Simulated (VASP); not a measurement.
Set up this calculation in VASP 6.6.1, as the native input.

| Item | Value |
| --- | --- |
| Task | single point |
| Functional | PBE |
| Potentials or basis | VASP PAW PBE potentials, release 64 (In_d, B, As) |
| Cutoff | 520 eV |
| k mesh | 6 × 6 × 2 |
| Occupations | gaussian, width 0.1 eV |
| Spin | no spin polarisation |
| Dipole correction | no |
| Further INCAR settings | ALGO = Normal; EDIFF = 1e-07; NBANDS = 26 |

The structure of InB2As3 lies in POSCAR:

```
InB2As3
1.0
    3.4915774067      0.0000000000      0.0000000000
    0.0000000000      3.4915774067      0.0000000000
    0.0000000000      0.0000000000      8.4182265841
In B As
1 2 3
Direct
    0.0000000000      0.0000000000      0.5000000000
    0.5000000000      0.5000000000      0.4049231245
    0.5000000000      0.5000000000      0.5950768755
    0.0000000000      0.0000000000      0.8288565433
    0.0000000000      0.0000000000      0.1711434567
    0.5000000000      0.5000000000      0.0000000000
```

The input as run:

INCAR

```
  PREC = Accurate
  ENCUT = 520
  EDIFF = 1E-7
  ISMEAR = 0
  SIGMA = 0.1
  LREAL = F
  LASPH = T
  NELM = 80
  ALGO = Normal
  ISIF = 2
  LWAVE = F
  LCHARG = F
  GGA = PE
  NBANDS = 26
```

KPOINTS

```
regular mesh
0
Gamma
  6 6 2
```

Potentials or basis: VASP PAW PBE potentials, release 64 (In_d, B, As).

Run with:

```console
$ cat potpaw_PBE.64/In_d/POTCAR potpaw_PBE.64/B/POTCAR potpaw_PBE.64/As/POTCAR > POTCAR
$ mpirun -np 1 vasp_std > vasp.out
```

It gave:

```
Pressure               : 0.2 GPa
Largest force          : 0.040 eV/Å
Band gap on the k mesh : zero (band 17 reaches 6.93 eV, above the bottom of band 18 at 4.20 eV)
```

Caveat: the k points lie up to 0.37 Å⁻¹ apart; spin-orbit coupling is left out, which moves the levels of the heavy elements.

Run time: 21 s on 1 thread of Intel(R) Xeon(R) 6975P-C (Granite Rapids) (shared host), peak memory 0.24 GiB.
